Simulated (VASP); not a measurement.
# CdS (P3m1) in VASP: a series of runs

CdS is run at these levels: PBE, PBEsol, HSE06; tasks: single point.

All numbers are computed with VASP 6.6.1; they aren't measurements. Logs are shortened: lines on timing, memory, paths and dates and some standing lists are left out, and cuts for length are marked.

### Step 1. The cell of the first run

It takes space group P3m1 (No. 156, trigonal). Conventional cell: a = 4.261 Å, b = 4.261 Å, c = 5.804 Å, α = 90.00°, β = 90.00°, γ = 120.00°. Within 3.2 Å of Cd (site symmetry 3m) lie 3 S at 2.46 Å. S (site symmetry 3m) has 3 Cd at 2.46 Å within 3.2 Å.

### Step 2. Single point, PBE

The input, INCAR:

```
PREC = Accurate
ENCUT = 630
EDIFF = 1E-6
ISMEAR = 0
SIGMA = 0.020999999999999998
LREAL = F
LASPH = T
NELM = 120
ALGO = Normal
ISIF = 2
LWAVE = F
LCHARG = T
GGA = PE
LELF = T
LVHAR = T
NBANDS = 20
GGA_COMPAT = F
```

The input, KPOINTS:

```
Automatic mesh
0
Gamma
  7 7 5
```

The input, POSCAR:

```
CdS
1.0
    4.2611695877      0.0000000000      0.0000000000
   -2.1305847939      3.6902811128      0.0000000000
    0.0000000000      0.0000000000      5.8041729400
Cd S
1 1
Direct
    0.0000000000      0.0000000000      0.4426919200
    0.6666666667      0.3333333333      0.4343080800
```

Potentials or basis: VASP PAW PBE potentials, release 64 (Cd_sv_GW, S).

Launch:

```console
$ cat potpaw_PBE.64/Cd_sv_GW/POTCAR potpaw_PBE.64/S/POTCAR > POTCAR
$ mpirun -np 1 vasp_std > vasp.out
```

OUTCAR:

```text
PREC = Accurate
   ENCUT = 630
   EDIFF = 1E-6
   ISMEAR = 0
   LREAL = F
   LASPH = T
   NELM = 120
   ISIF = 2
   GGA = PE

 ion  position               nearest neighbor table
   1  0.000  0.000  0.443-   2 2.46   2 2.46   2 2.46
   2  0.667  0.333  0.434-   1 2.46   1 2.46   1 2.46

  LATTYP: Found a hexagonal cell.
 ALAT       =     4.2611695877
 C/A-ratio  =     1.3621079426

  Lattice vectors:

 A1 = (   4.2611695877,   0.0000000000,   0.0000000000)
 A2 = (  -2.1305847939,   3.6902811128,   0.0000000000)
 A3 = (   0.0000000000,   0.0000000000,   5.8041729400)

Analysis of symmetry for initial positions (statically):
=====================================================================
 Subroutine PRICEL returns:
 Original cell was already a primitive cell.

 Routine SETGRP: Setting up the symmetry group for a
 hexagonal supercell.

 Subroutine GETGRP returns: Found  6 space group operations
 (whereof  6 operations were pure point group operations)
 out of a pool of 24 trial point group operations.

The static configuration has the point symmetry C_3v.

Analysis of symmetry for dynamics (positions and initial velocities):
=====================================================================
 Subroutine PRICEL returns:
 Original cell was already a primitive cell.

 Routine SETGRP: Setting up the symmetry group for a
 hexagonal supercell.

 Subroutine GETGRP returns: Found  6 space group operations
 (whereof  6 operations were pure point group operations)
 out of a pool of 24 trial point group operations.

The dynamic configuration has the point symmetry C_3v.

 Subroutine INISYM returns: Found  6 space group operations
 (whereof  6 operations are pure point group operations),
 and found     1 'primitive' translations

----------------------------------------------------------------------------------------

                                     Primitive cell

  volume of cell :      91.2701

  direct lattice vectors                    reciprocal lattice vectors
     4.261169588  0.000000000  0.000000000     0.234677353  0.135491033  0.000000000
    -2.130584794  3.690281113  0.000000000     0.000000000  0.270982066  0.000000000
     0.000000000  0.000000000  5.804172940     0.000000000  0.000000000  0.172289835
[... 77 lines left out ...]
   ICHARG =      2    charge: 1-file 2-atom 10-const
   ISPIN  =      1    spin polarized calculation?
   LNONCOLLINEAR =      F non collinear calculations
   LSORBIT =      F    spin-orbit coupling
   LASPH  =      T    aspherical Exc in radial PAW
   ENCUT  =  630.0 eV  46.30 Ry    6.80 a.u.   8.72  8.72 11.88*2*pi/ulx,y,z
   NELM   =    120;   NELMIN=  2; NELMDL= -5     # of ELM steps
   EDIFF  = 0.1E-05   stopping-criterion for ELM
   LREAL  =      F    real-space projection
   EDIFFG = 0.1E-04   stopping-criterion for IOM
   NSW    =      0    number of steps for IOM
   IBRION =     -1    ionic relax: 0-MD 1-quasi-New 2-CG
   NFREE  =      0    steps in history (QN), initial steepest desc. (CG)
   ISIF   =      2    stress and relaxation
   ISYM   =      2    0-nonsym 1-usesym 2-fastsym
   POTIM  = 0.5000    time-step for ionic-motion
   TEBEG  =    0.0;   TEEND  =   0.0 temperature during run
   PSTRESS=    0.0 pullay stress
   NELECT =      26.0000    total number of electrons
   NUPDOWN=      -1.0000    fix difference up-down
   EMIN   =  10.00;   EMAX   =-10.00  energy-range for DOS
   EFERMI =   0.00;   METHOD = LEGACY
   ISMEAR =     0;   SIGMA  =   0.02  broadening in eV -4-tet -1-fermi 0-gaus
   EFERMI_NEDOS =   21; number of points for ismear=-14 and -15
   IALGO  =     38    algorithm
   IMIX   =      4    mixing-type and parameters
     AMIX     =   0.40;   BMIX     =  1.00
     AMIX_MAG =   1.60;   BMIX_MAG =  1.00
  volume/ion in A,a.u.               =      45.64       307.96
  Fermi-wavevector in a.u.,A,eV,Ry     =   1.077184  2.035582 15.787174  1.160325
  Thomas-Fermi vector in A             =   2.213088
   LORBIT       =      0    0 simple, 1 ext, 2 COOP (PROOUT), +10 PAW based schemes
   GGA     = PE    functional components
   LHFCALC =     F    Hartree Fock is set to
   AEXX    =    0.0000 exact exchange contribution
   IVDW    =     0    specifies the selected vdW correction
   LEPSILON=     F    determine dielectric tensor
   LRPA    =     F    only Hartree local field effects (RPA)
 non-spin polarized calculation
 Gauss-broadening in eV      SIGMA  =   0.02
  energy-cutoff  :      630.00
  volume of cell :       91.27
 maximum number of plane-waves:      3288
 NGX is ok and might be reduce to    36
   NGX = 17   NGY = 17   NGZ = 23

 number of electron      26.0000007 magnetization

 Free energy of the ion-electron system (eV)
  ---------------------------------------------------
  ext. energy  EPLUGINS =         0.00000000
  ---------------------------------------------------
  free energy    TOTEN  =        -5.72709362 eV

  energy without entropy =       -5.72709362  energy(sigma->0) =       -5.72709362

 E-fermi :  -1.1561     XC(G=0):  -6.2041

 val. band max:       -1.2714556366   @ k =   0.0000   0.0000   0.4000
 cond. band min:       0.1934398237   @ k =   0.0000   0.0000   0.0000
 fundamental gap:      1.4648954603
 Fermi energy:        -1.1560816836

 k-point     1 :       0.0000    0.0000    0.0000
  band No.  band energies     occupation
      1    -102.5559      2.00000
      2     -63.6784      2.00000
      3     -63.5826      2.00000
      4     -63.5826      2.00000
      5     -12.8824      2.00000
      6      -8.9163      2.00000
[... 541 lines left out ...]
     19       8.6786      0.00000
     20       9.1462      0.00000

 [... further k-points ...]

------------------------ aborting loop because EDIFF is reached ----------------------------------------

  FORCE on cell =-STRESS in cart. coord.  units (eV):
  Direction    XX          YY          ZZ          XY          YZ          ZX
  --------------------------------------------------------------------------------------
  -------------------------------------------------------------------------------------
  Total       -0.2496345     -0.2496345     -0.0412960      0.0000000      0.0000000      0.0000000
  in kB       -4.3821433     -4.3821433     -0.7249190      0.0000000      0.0000000      0.0000000
  external PRESSURE =      -3.1630685 kB  Pullay stress =       0.0000000 kB

 VOLUME and BASIS-vectors are now :
 -----------------------------------------------------------------------------
  energy-cutoff  :      630.00
  volume of cell :       91.27
      direct lattice vectors                 reciprocal lattice vectors
     4.261169588  0.000000000  0.000000000     0.234677353  0.135491033  0.000000000
    -2.130584794  3.690281113  0.000000000     0.000000000  0.270982066  0.000000000
     0.000000000  0.000000000  5.804172940     0.000000000  0.000000000  0.172289835

 POSITION                                       TOTAL-FORCE (eV/Angst)
 -----------------------------------------------------------------------------------
      0.00000      0.00000      2.56946         0.000000      0.000000     -0.004931
      2.13058      1.23009      2.52080        -0.000000     -0.000000      0.004931
 -----------------------------------------------------------------------------------
    total drift:                               -0.000001      0.000000      0.000219

  FREE ENERGIE OF THE ION-ELECTRON SYSTEM (eV)
  ---------------------------------------------------
  free  energy   TOTEN  =        -5.7270936167 eV

  energy  without entropy=       -5.7270936167  energy(sigma->0) =       -5.72709362
```

Wall time 70 s (1 thread of AMD EPYC 7R13 (Zen 3), shared host); peak memory 0.26 GiB.

What came out:

| Quantity | Value |
| --- | --- |
| Free energy | -5.7271 eV |
| Pressure | -0.3 GPa |
| Largest force | 0.005 eV/Å |
| Band gap on the k mesh | 1.46 eV |

Forces in eV/Å, atoms in the order of the input:
```
Cd   0.000  0.000 -0.005
S    0.000  0.000  0.005
```

Levels at points of the mesh, in eV from the valence-band top:
| k point | band 10 | band 11 | band 12 | band 13 | band 14 | band 15 | band 16 | band 17 |
| --- | --- | --- | --- | --- | --- | --- | --- | --- |
| (0.00, 0.00, 0.00) | -6.92 | -1.05 | 0.00 | 0.00 | 1.46 | 5.57 | 6.93 | 6.93 |

A k mesh can miss the band edges.

### Step 3. Single point, PBEsol

The input, INCAR:

```
  ALGO = Normal
  EDIFF = 1E-6
  ENCUT = 630
  GGA = PS
  GGA_COMPAT = F
  ISIF = 2
  ISMEAR = -1
  LASPH = T
  LCHARG = F
  LREAL = F
  LWAVE = F
  NBANDS = 20
  NELM = 120
  PREC = Accurate
  SIGMA = 0.05
```

The input, KPOINTS:

```
k-points
0
Gamma
  7 7 5
```

POSCAR is that of step 2.

Potentials or basis: VASP PAW PBE potentials, release 64 (Cd_sv_GW, S).

Launch:

```console
$ cat potpaw_PBE.64/Cd_sv_GW/POTCAR potpaw_PBE.64/S/POTCAR > POTCAR
$ mpirun -np 1 vasp_std > vasp.out
```

OUTCAR:

```text
EDIFF = 1E-6
   ENCUT = 630
   GGA = PS
   ISIF = 2
   ISMEAR = -1
   LASPH = T
   LREAL = F
   NELM = 120
   PREC = Accurate

 ion  position               nearest neighbor table
   1  0.000  0.000  0.443-   2 2.46   2 2.46   2 2.46
   2  0.667  0.333  0.434-   1 2.46   1 2.46   1 2.46

  LATTYP: Found a hexagonal cell.
 ALAT       =     4.2611695877
 C/A-ratio  =     1.3621079426

  Lattice vectors:
[... 735 lines left out ...]
     19       8.6264      0.00000
     20       9.0851      0.00000

 [... further k-points ...]

------------------------ aborting loop because EDIFF is reached ----------------------------------------

  FORCE on cell =-STRESS in cart. coord.  units (eV):
  Direction    XX          YY          ZZ          XY          YZ          ZX
  --------------------------------------------------------------------------------------
  -------------------------------------------------------------------------------------
  Total       -1.3007743     -1.3007743     -0.0371417      0.0000000     -0.0000000     -0.0000000
  in kB      -22.8341010    -22.8341010     -0.6519943      0.0000000     -0.0000000     -0.0000000
  external PRESSURE =     -15.4400654 kB  Pullay stress =       0.0000000 kB

 VOLUME and BASIS-vectors are now :
 -----------------------------------------------------------------------------
  energy-cutoff  :      630.00
  volume of cell :       91.27
      direct lattice vectors                 reciprocal lattice vectors
     4.261169588  0.000000000  0.000000000     0.234677353  0.135491033  0.000000000
    -2.130584794  3.690281113  0.000000000     0.000000000  0.270982066  0.000000000
     0.000000000  0.000000000  5.804172940     0.000000000  0.000000000  0.172289835

 POSITION                                       TOTAL-FORCE (eV/Angst)
 -----------------------------------------------------------------------------------
      0.00000      0.00000      2.56946        -0.000000      0.000000     -0.016974
      2.13058      1.23009      2.52080         0.000000     -0.000000      0.016974
 -----------------------------------------------------------------------------------
    total drift:                               -0.000001      0.000000     -0.000000

  FREE ENERGIE OF THE ION-ELECTRON SYSTEM (eV)
  ---------------------------------------------------
  free  energy   TOTEN  =        -6.2576169575 eV

  energy  without entropy=       -6.2576169148  energy(sigma->0) =       -6.25761694
```

stdout:

```text
POSCAR found type information on POSCAR CdS
 POSCAR found :  2 types and       2 ions
 scaLAPACK will be used
 -----------------------------------------------------------------------------
|                                                                             |
|                                                                             |
|     You enforced a specific xc type in the INCAR file but a different       |
|     I HOPE YOU KNOW WHAT YOU ARE DOING!                                     |
|                                                                             |
 -----------------------------------------------------------------------------

 LDA part: xc-table for (Slater+PW92), standard interpolation
 POSCAR, INCAR and KPOINTS ok, starting setup
 FFT: planning ... GRIDC
 FFT: planning ... GRID_SOFT
 FFT: planning ... GRID
 WAVECAR not read
 entering main loop
```

It took 36 s on 1 thread of Intel Xeon 6975P-C (Granite Rapids), shared host; peak memory 0.29 GiB.

Results:

| Property | Result |
| --- | --- |
| Free energy | -6.2576 eV |
| Pressure | -1.5 GPa |
| Largest force | 0.017 eV/Å |
| Band gap on the k mesh | 1.41 eV |

Forces on the atoms (eV/Å):
```
Cd   0.000  0.000 -0.017
S    0.000  0.000  0.017
```

Stress tensor (GPa, compression positive):
```
-2.28  0.00  0.00
 0.00 -2.28  0.00
 0.00  0.00 -0.07
```

Levels at points of the mesh, in eV from the valence-band top:
| k point | band 9 | band 10 | band 11 | band 12 | band 13 | band 14 | band 15 | band 16 | band 17 | band 18 |
| --- | --- | --- | --- | --- | --- | --- | --- | --- | --- | --- |
| (0.00, 0.00, 0.00) | -7.12 | -6.90 | -1.06 | 0.00 | 0.00 | 1.41 | 5.68 | 6.86 | 6.86 | 6.98 |

Caveat: the PAW data sets were made with another functional, which shifts forces and pressure a little. A k mesh can miss the band edges.

(Continued in part 2 of 2.)
